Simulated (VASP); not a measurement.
Write the native input for VASP 6.6.1 that does the following.

```
Task                   : single point
Functional             : PBEsol
Potentials or basis    : VASP PAW PBE potentials, release 64 (Te)
Cutoff                 : 520 eV
k mesh                 : 11 × 11 × 11
Occupations            : fermi-dirac, width 0.1 eV
Spin                   : no spin polarisation
Dipole correction      : no
Further INCAR settings : ALGO = Normal; EDIFF = 1e-07; NBANDS = 9
```

The structure of Te lies in POSCAR:

```
Te
1.0
    0.0000000000      2.3760217786      2.3760217786
    2.3760217786      0.0000000000      2.3760217786
    2.3760217786      2.3760217786      0.0000000000
Te
1
Direct
    0.0000000000      0.0000000000      0.0000000000
```

One way to write it, as run:

INCAR

```
PREC     = Accurate       # precision mode
ENCUT    = 520            # plane-wave cutoff, eV
EDIFF    = 1E-7           # SCF threshold, eV
ISMEAR   = -1             # smearing method
SIGMA    = 0.1            # smearing width, eV
LREAL    = False          # projectors in reciprocal space
LASPH    = True           # aspherical terms in the spheres
NELM     = 60             # most SCF steps
ALGO     = Normal         # electronic algorithm
ISIF     = 2              # what is computed and relaxed
LWAVE    = False          # write WAVECAR
LCHARG   = False          # write CHGCAR
GGA      = PS             # functional
NBANDS   = 9              # bands
```

KPOINTS

```
regular mesh
0
Gamma
  11 11 11
```

Potentials or basis: VASP PAW PBE potentials, release 64 (Te).

Run with:

```console
$ cat potpaw_PBE.64/Te/POTCAR > POTCAR
$ mpirun -np 1 vasp_std > vasp.out
```

Results of the run:

The pressure is 0.0 GPa. The band gap on the k mesh is zero (band 3 reaches 11.82 eV, above the bottom of band 4 at 6.56 eV).

Caveat: the PAW data sets were made with another functional, which shifts forces and pressure a little; spin-orbit coupling is left out, which moves the levels of the heavy elements.

Run time: 25 s on 1 thread of Intel Xeon 6975P-C (shared host), peak memory 0.16 GiB.
